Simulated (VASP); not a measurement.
# Pt (Fm-3m) in VASP: single point with PBEsol

Aim: the single point of Pt with PBEsol.

Everything below comes from runs of VASP 6.6.1. Logs are shortened: lines on timing, memory, paths and dates and some standing lists are left out, and cuts for length are marked.

### Step 1. The cell of the first run

Symmetry: Fm-3m, No. 225, cubic system. Conventional cell: a = 3.918 Å, b = 3.918 Å, c = 3.918 Å, α = 90.00°, β = 90.00°, γ = 90.00°. Pt (site symmetry m-3m) has 12 Pt at 2.77 Å within 3.7 Å.

### Step 2. Single point, PBEsol

INCAR

```
SYSTEM = Pt
PREC = Accurate
ENCUT = 520
EDIFF = 1E-6
ISMEAR = 0
SIGMA = 0.1
LREAL = .FALSE.
LASPH = .TRUE.
NELM = 80
ALGO = Fast
ISIF = 2
LWAVE = .FALSE.
LCHARG = .FALSE.
GGA = PS
NBANDS = 11
ISYM = 0
```

KPOINTS

```
regular mesh
0
G
  12 12 17
  0 0 0
```

POSCAR

```
Pt
1.0
    2.7705009802      0.0000000000      0.0000000000
    0.0000000000      2.7705009802      0.0000000000
    1.3852504901      1.3852504901      1.9590400304
Pt
1
Direct
    0.0000000000      0.0000000000      0.0000000000
```

Potentials or basis: VASP PAW PBE potentials, release 64 (Pt).

Command:

```bash
> cat potpaw_PBE.64/Pt/POTCAR > POTCAR
> mpirun -np 1 vasp_std > vasp.out
```

OUTCAR:

```text
SYSTEM = Pt
   PREC = Accurate
   ENCUT = 520
   EDIFF = 1E-6
   ISMEAR = 0
   LREAL = .FALSE.
   LASPH = .TRUE.
   NELM = 80
   ISIF = 2
   GGA = PS
   ISYM = 0

 ion  position               nearest neighbor table
   1  0.000  0.000  0.000-

IMPORTANT INFORMATION: All symmetrisations will be switched off!
NOSYMM: (Re-)initialisation of all symmetry stuff for point group C_1.

----------------------------------------------------------------------------------------

                                     Primitive cell

  volume of cell :      15.0370

  direct lattice vectors                    reciprocal lattice vectors
     2.770500980  0.000000000  0.000000000     0.360945550  0.000000000 -0.255227046
     0.000000000  2.770500980  0.000000000     0.000000000  0.360945550 -0.255227046
     1.385250490  1.385250490  1.959040030     0.000000000  0.000000000  0.510454092

  length of vectors
     2.770500980  2.770500980  2.770500980     0.442066211  0.442066211  0.510454092

  position of ions in fractional coordinates (direct lattice)
     0.000000000  0.000000000  0.000000000

  ion indices of the primitive-cell ions
   primitive index   ion index
                 1           1

----------------------------------------------------------------------------------------

 KPOINTS: regular mesh

Automatic generation of k-mesh.
 Grid dimensions read from file:
 generate k-points for:   12   12   17

 Generating k-lattice:

  Cartesian coordinates                     Fractional coordinates (reciprocal lattice)
     0.030078796  0.000000000 -0.021268921     0.083333333  0.000000000  0.000000000
     0.000000000  0.030078796 -0.021268921     0.000000000  0.083333333  0.000000000
     0.000000000  0.000000000  0.030026711     0.000000000  0.000000000  0.058823529

  Length of vectors
     0.036838851  0.036838851  0.030026711

  Shift w.r.t. Gamma in fractional coordinates (k-lattice)
     0.000000000  0.000000000  0.000000000

 -----------------------------------------------------------------------------
|                                                                             |
|           W    W    AA    RRRRR   N    N  II  N    N   GGGG   !!!           |
|           W    W   A  A   R    R  NN   N  II  NN   N  G    G  !!!           |
|           W    W  A    A  R    R  N N  N  II  N N  N  G       !!!           |
|           W WW W  AAAAAA  RRRRR   N  N N  II  N  N N  G  GGG   !            |
|           WW  WW  A    A  R   R   N   NN  II  N   NN  G    G                |
|           W    W  A    A  R    R  N    N  II  N    N   GGGG   !!!           |
|                                                                             |
|     Your reciprocal lattice and k-lattice belong to different lattice       |
[... 75 lines left out ...]
   EMIN   =  10.00;   EMAX   =-10.00  energy-range for DOS
   EFERMI =   0.00;   METHOD = LEGACY
   ISMEAR =     0;   SIGMA  =   0.10  broadening in eV -4-tet -1-fermi 0-gaus
   EFERMI_NEDOS =   21; number of points for ismear=-14 and -15
   IALGO  =     68    algorithm
   IMIX   =      4    mixing-type and parameters
     AMIX     =   0.40;   BMIX     =  1.00
     AMIX_MAG =   1.60;   BMIX_MAG =  1.00
  volume/ion in A,a.u.               =      15.04       101.47
  Fermi-wavevector in a.u.,A,eV,Ry     =   1.428965  2.700352 27.782285  2.041940
  Thomas-Fermi vector in A             =   2.548970
   LORBIT       =      0    0 simple, 1 ext, 2 COOP (PROOUT), +10 PAW based schemes
   GGA     = PS    functional components
   LHFCALC =     F    Hartree Fock is set to
   AEXX    =    0.0000 exact exchange contribution
   IVDW    =     0    specifies the selected vdW correction
   LEPSILON=     F    determine dielectric tensor
   LRPA    =     F    only Hartree local field effects (RPA)
 non-spin polarized calculation
 RMM-DIIS sequential band-by-band and
 Gauss-broadening in eV      SIGMA  =   0.10
  energy-cutoff  :      520.00
  volume of cell :       15.04
 maximum number of plane-waves:       419
 NGX is ok and might be reduce to    24
   NGX = 11   NGY = 11   NGZ = 11

 number of electron      10.0000000 magnetization

 Free energy of the ion-electron system (eV)
  ---------------------------------------------------
  ext. energy  EPLUGINS =         0.00000000
  ---------------------------------------------------
  free energy    TOTEN  =        -6.96857144 eV

  energy without entropy =       -6.95786884  energy(sigma->0) =       -6.96322014

 E-fermi :  11.1588     XC(G=0): -13.6447

 val. band max:       11.1586907920   @ k =  -0.3333  -0.1667   0.2353
 cond. band min:      11.1593822132   @ k =  -0.4167  -0.4167   0.3529
 fundamental gap:      0.0006914211
 Fermi energy:        11.1587965760

 k-point     1 :       0.0000    0.0000    0.0000
  band No.  band energies     occupation
      1       0.8234      2.00000
      2       7.3285      2.00000
      3       7.3341      2.00000
      4       7.3343      2.00000
      5       9.5217      2.00000
      6       9.5240      2.00000
      7      25.7675      0.00000
      8      30.7415      0.00000
      9      30.7415      0.00000
     10      30.7452      0.00000
     11      36.0507      0.00000
[... 309 lines left out ...]
 k-point    24 :       0.3333    0.1667    0.0000
  band No.  band energies     occupation
      1       4.6187      2.00000
      2       6.8843      2.00000
      3       7.5371      2.00000
      4       8.0234      2.00000
      5      10.0764      2.00000
      6      12.8860      0.00000
      7      19.8160      0.00000
      8      26.0302      0.00000
      9      28.0512      0.00000
     10      31.8070      0.00000
     11      35.4211      0.00000

 [... further k-points ...]

------------------------ aborting loop because EDIFF is reached ----------------------------------------

  FORCE on cell =-STRESS in cart. coord.  units (eV):
  Direction    XX          YY          ZZ          XY          YZ          ZX
  --------------------------------------------------------------------------------------
  -------------------------------------------------------------------------------------
  Total       -0.0465565     -0.0465567      0.0025143     -0.0007443     -0.0030597     -0.0030597
  in kB       -4.9605655     -4.9605864      0.2678945     -0.0793004     -0.3260070     -0.3260082
  external PRESSURE =      -3.2177525 kB  Pullay stress =       0.0000000 kB

 VOLUME and BASIS-vectors are now :
 -----------------------------------------------------------------------------
  energy-cutoff  :      520.00
  volume of cell :       15.04
      direct lattice vectors                 reciprocal lattice vectors
     2.770500980  0.000000000  0.000000000     0.360945550  0.000000000 -0.255227046
     0.000000000  2.770500980  0.000000000     0.000000000  0.360945550 -0.255227046
     1.385250490  1.385250490  1.959040030     0.000000000  0.000000000  0.510454092

 POSITION                                       TOTAL-FORCE (eV/Angst)
 -----------------------------------------------------------------------------------
      0.00000      0.00000      0.00000        -0.000003      0.000001     -0.000001
 -----------------------------------------------------------------------------------
    total drift:                               -0.000003      0.000001     -0.000001

  FREE ENERGIE OF THE ION-ELECTRON SYSTEM (eV)
  ---------------------------------------------------
  free  energy   TOTEN  =        -6.9685714426 eV

  energy  without entropy=       -6.9578688416  energy(sigma->0) =       -6.96322014
```

OSZICAR:

```text
N       E                     dE             d eps       ncg     rms          rms(c)
DAV:   1     0.391916882761E+02    0.39192E+02   -0.53814E+03 27540   0.847E+02
DAV:   2    -0.680265221547E+01   -0.45994E+02   -0.44092E+02 30816   0.177E+02
DAV:   3    -0.741754413757E+01   -0.61489E+00   -0.61079E+00 31474   0.195E+01
DAV:   4    -0.741991534369E+01   -0.23712E-02   -0.23710E-02 31214   0.143E+00
DAV:   5    -0.741993383842E+01   -0.18495E-04   -0.18494E-04 31548   0.117E-01    0.135E+01
RMM:   6    -0.701740022520E+01    0.40253E+00   -0.40046E-01 27087   0.534E+00    0.687E+00
RMM:   7    -0.697278623533E+01    0.44614E-01   -0.78952E-02 28425   0.253E+00    0.255E+00
RMM:   8    -0.696915990724E+01    0.36263E-02   -0.10850E-02 28558   0.925E-01    0.765E-01
RMM:   9    -0.696855200570E+01    0.60790E-03   -0.13440E-03 30683   0.314E-01    0.420E-02
RMM:  10    -0.696857035555E+01   -0.18350E-04   -0.17475E-04 30878   0.101E-01    0.438E-02
RMM:  11    -0.696857173080E+01   -0.13753E-05   -0.19099E-05 31582   0.318E-02    0.347E-02
RMM:  12    -0.696857144259E+01    0.28822E-06   -0.77183E-06 30647   0.219E-02
   1 F= -.69685714E+01 E0= -.69632201E+01  d E =-.107026E-01
```

stdout:

```text
POSCAR found type information on POSCAR Pt
 POSCAR found :  1 types and       1 ions
 scaLAPACK will be used
 -----------------------------------------------------------------------------
|                                                                             |
|                                                                             |
[... 21 lines left out ...]
|     Results are often still useful ...                                      |
|                                                                             |
 -----------------------------------------------------------------------------

 POSCAR, INCAR and KPOINTS ok, starting setup
 FFT: planning ... GRIDC
 FFT: planning ... GRID_SOFT
 FFT: planning ... GRID
 WAVECAR not read
 entering main loop
```

It took 3.5 min on 1 thread of Intel Xeon 8259CL, shared host; peak memory 0.32 GiB.

What came out:

```yaml
Free_energy: -6.9686 eV
Pressure: -0.3 GPa
Band_gap_on_the_k_mesh: zero (bands 5 and 6 overlap by 2.24 eV)
```

Caveat: the PAW data sets were made with another functional, which shifts forces and pressure a little; spin-orbit coupling is left out, which moves the levels of the heavy elements.
